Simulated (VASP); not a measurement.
The system is Pd.

```
Pd
1.0
     3.19091    1.84227    5.44178
    -3.19091    1.84227    5.44178
     0.00000   -3.68454    5.44178
Pd
12
Direct
  0.01019 0.65361 0.01019
  0.01019 0.01019 0.65361
  0.65361 0.01019 0.01019
  0.98981 0.34639 0.98981
  0.34639 0.98981 0.98981
  0.98981 0.98981 0.34639
  0.22118 0.63060 0.22118
  0.22118 0.22118 0.63060
  0.63060 0.22118 0.22118
  0.77882 0.36940 0.77882
  0.36940 0.77882 0.77882
  0.77882 0.77882 0.36940
```

```yaml
Program: VASP 6.6.1
Task: relaxation of cell and atoms
Functional: PBEsol
Potentials_or_basis: VASP PAW PBE potentials, release 64 (Pd)
Cutoff: 600 eV
k_mesh: 3 × 3 × 3
Occupations: gaussian, width 0.1 eV
Spin: no spin polarisation
```

At the start: pressure 70.8 GPa; volume 15.99 Å³/atom.

Question: How do energy, volume and symmetry change on relaxing?

Answer: Over 45 steps the energy falls by 1436.5 meV/atom and the volume is 17.56 Å³/atom (+9.8 %); space group R-3m (No. 166, to 0.1 Å) before and after.

The path:
```csv
step,energy change (eV),largest force (eV/Å),pressure (GPa),volume (Å³)
1,0.0000,8.2122,70.79,191.94
3,-0.1179,1.8923,-11.37,392.81
5,-11.7858,3.2856,-3.21,258.29
7,-12.0722,3.1756,1.32,246.42
9,-12.7712,0.8374,-2.79,259.52
11,-12.9868,0.3881,0.88,247.59
13,-13.0210,0.1365,0.24,248.42
15,-13.0456,0.1277,-0.14,248.69
17,-13.0665,0.2358,-0.04,248.05
19,-13.1160,0.6621,1.27,243.23
21,-13.1337,0.6830,1.08,243.09
23,-13.2207,0.8149,0.22,242.24
25,-13.8599,1.3209,-2.13,235.47
27,-14.5205,1.4415,-2.36,230.63
29,-15.1254,1.6814,0.19,222.30
31,-15.1450,1.8276,0.14,222.13
33,-15.3658,1.8202,-0.75,222.13
35,-16.0639,1.9452,-3.90,221.83
37,-16.9941,0.9431,-0.31,212.34
39,-17.0828,0.6710,1.40,209.64
41,-17.1879,0.4878,1.03,209.71
43,-17.2308,0.1453,-0.07,210.91
45,-17.2379,0.0134,0.03,210.71
```

Final structure:
```cif
data_structure
_symmetry_space_group_name_H-M 'P 1'
_symmetry_Int_Tables_number 1
_cell_length_a 9.2660
_cell_length_b 9.2660
_cell_length_c 9.2660
_cell_angle_alpha 33.060
_cell_angle_beta 33.060
_cell_angle_gamma 33.060
_cell_volume 210.71
loop_
_atom_site_label
_atom_site_type_symbol
_atom_site_fract_x
_atom_site_fract_y
_atom_site_fract_z
_atom_site_occupancy
Pd1 Pd 0.05024 0.54220 0.05024 1
Pd2 Pd 0.05024 0.05024 0.54220 1
Pd3 Pd 0.54220 0.05024 0.05024 1
Pd4 Pd 0.94976 0.45780 0.94976 1
Pd5 Pd 0.45780 0.94976 0.94976 1
Pd6 Pd 0.94976 0.94976 0.45780 1
Pd7 Pd 0.21019 0.69890 0.21019 1
Pd8 Pd 0.21019 0.21019 0.69890 1
Pd9 Pd 0.69890 0.21019 0.21019 1
Pd10 Pd 0.78981 0.30110 0.78981 1
Pd11 Pd 0.30110 0.78981 0.78981 1
Pd12 Pd 0.78981 0.78981 0.30110 1
```

Caveat: the k points lie up to 0.47 Å⁻¹ apart in the final cell, too coarse for converged energies and pressures of a metal; a cell axis changed by over 15 % at a fixed basis, so the end point is rough; the PAW data sets were made with another functional, which shifts forces and pressure a little.
